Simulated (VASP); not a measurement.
Runs of VASP 6.6.1 on KTaO3. The structure is that of space group Pm-3m (No. 221), or close to it. The cells are those of the table. 

| task | level | potentials or basis | cell | cutoff (eV) | second run | gap on the mesh (eV) | pressure (GPa) | relaxed volume (Å³/atom) |
| --- | --- | --- | --- | --- | --- | --- | --- | --- |
| relaxation of cell and atoms | PBE+D4 | VASP PAW PBE potentials, release 64 (K_sv, Ta_pv, O) | relaxed from a = 3.988 Å, 5 atoms | 600 | - | 2.12 | 0.0 | (a) |
| single point | r2SCAN+D4 | VASP PAW PBE potentials, release 64 (K_sv, Ta_pv, O) | a = 3.985 Å, 5 atoms | 520 | - | 2.59 | 0.9 | - |
| single point | r2SCAN+D4 | VASP PAW PBE potentials, release 64 (K_sv, Ta_sv_GW, O) | a = 3.985 Å, 5 atoms | 660 | valence_matched | 2.61 | 0.0 | - |
| single point | r2SCAN | VASP PAW PBE potentials, release 64 (K_sv, Ta_pv, O) | a = 3.990 Å, 5 atoms | 520 | - | (c) | 0.9 | - |
| single point | LDA | VASP PAW LDA potentials, release 64 (K_sv, Ta_pv, O) | a = 3.952 Å, 5 atoms | 520 | - | 2.06 | 1.4 | - |
| single point | PBE+D4 | VASP PAW PBE potentials, release 64 (K_sv, Ta_pv, O) | a = 4.011 Å, 5 atoms | 520 | - | 2.12 | 0.6 | - |
| relaxation of cell and atoms | r2SCAN | VASP PAW PBE potentials, release 64 (K_sv, Ta_pv, O) | relaxed from a = 3.988 Å, 5 atoms | 600 | - | (d) | 0.0 | 12.75 |
| relaxation of cell and atoms | LDA | VASP PAW LDA potentials, release 64 (K_sv, Ta_pv, O) | relaxed from a = 3.988 Å, 5 atoms | 600 | - | 2.05 | 0.0 | (b) |

Alike in all rows: no spin polarisation; k mesh 4 × 4 × 4; smearing gaussian 0.01 eV.

Problem. Fill in the values left out.

Solution. (a) 12.93; (b) 12.41; (c) 2.58; (d) 2.57.

Caveats: spin-orbit coupling is left out, which moves the levels of the heavy elements; the PAW data sets were made with another functional, which shifts forces and pressure a little (some runs).

A k mesh can miss the band edges, and the runs leave out spin-orbit coupling on Ta.

The runs don't all hold the same shells in valence.
